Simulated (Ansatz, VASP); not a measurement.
LiCuSn2: VASP beside Ansatz

File INCAR:

```
PREC = Accurate
ENCUT = 520
EDIFF = 1E-8
ISMEAR = -1
SIGMA = 0.15
LREAL = F
LASPH = T
NELM = 100
ALGO = Fast
ISIF = 2
LWAVE = F
LCHARG = F
GGA = PE
LEFG = T
NBANDS = 29
```

The input KPOINTS:

```
regular mesh
0
Gamma
  12 12 8
```

Contents of POSCAR:

```
LiCuSn2
1.0
    4.2394344173      0.0000000000      0.0000000000
   -2.1197172087      3.6714579031      0.0000000000
    0.0000000000      0.0000000000      5.5109718439
Li Cu Sn
1 1 2
Direct
    0.0000000000      0.0000000000      0.5000000000
    0.0000000000      0.0000000000      0.0000000000
    0.3333333333      0.6666666667      0.1993238521
    0.6666666667      0.3333333333      0.8006761479
```

Input for Ansatz:

```yaml
crystal:
  lattice:
    - [4.2394344173, 0.0, 0.0]
    - [-2.1197172087, 3.6714579031, 0.0]
    - [0.0, 0.0, 5.5109718439]
  atoms:
    - { symbol: Li, position: [0.0, 0.0, 0.5] }
    - { symbol: Cu, position: [0.0, 0.0, 0.0] }
    - { symbol: Sn, position: [0.3333333333, 0.6666666667, 0.1993238521] }
    - { symbol: Sn, position: [0.6666666667, 0.3333333333, 0.8006761479] }
basis:
  ecutwfc: 420
kpoints:
  mp_grid: { grid: [12, 12, 8] }
hamiltonian:
  xc: pbe
scf:
  occupations: { method: fermi_dirac, width: 0.15 }
output:
  forces: true
  stress: true
  eigenvalues: true
  efg: {}
checkpoint:
  read: start.run
  write: ck
  compress: false
  write_wavefunctions: false
  write_every: 100000
```

Alike in both runs: task electric field gradients; functional PBE; k mesh 12 × 12 × 8; occupations fermi-dirac, width 0.15 eV; no spin polarisation.

|  | VASP | Ansatz |
| --- | --- | --- |
| version | VASP 6.6.1 | Ansatz 0.2.0 |
| potentials or method | VASP PAW PBE potentials, release 64 (Li_sv, Cu, Sn_d), cutoff 520 eV | scalar-relativistic, plane waves, PAW |
| valence electrons in the cell | 42 | 50 |

Ansatz gave:

- gap on the k mesh at the Fermi level (eV): none
- rms of the force components (eV/Å): 0.000
- size of Vzz on the site where it differs most (V/Å²): 7.2

Task: Which values does VASP return?

Result: gap on the k mesh at the Fermi level (eV): none; rms of the force components (eV/Å): 0.004; size of Vzz on the site where it differs most (V/Å²): 10.8.

Atom by atom the forces differ by 0.004 eV/Å (rms over components). A gap of «none» marks a metal or a gap that the smearing closes. With one functional, cell and mesh, what is left measures potentials, basis and numerics. VASP's potentials hold 42 valence electrons a cell and Ansatz's 50, so a difference there can come from the potentials and not from the codes.

Noted on VASP's run: the cutoff is short for stress, so the pressure is rough.
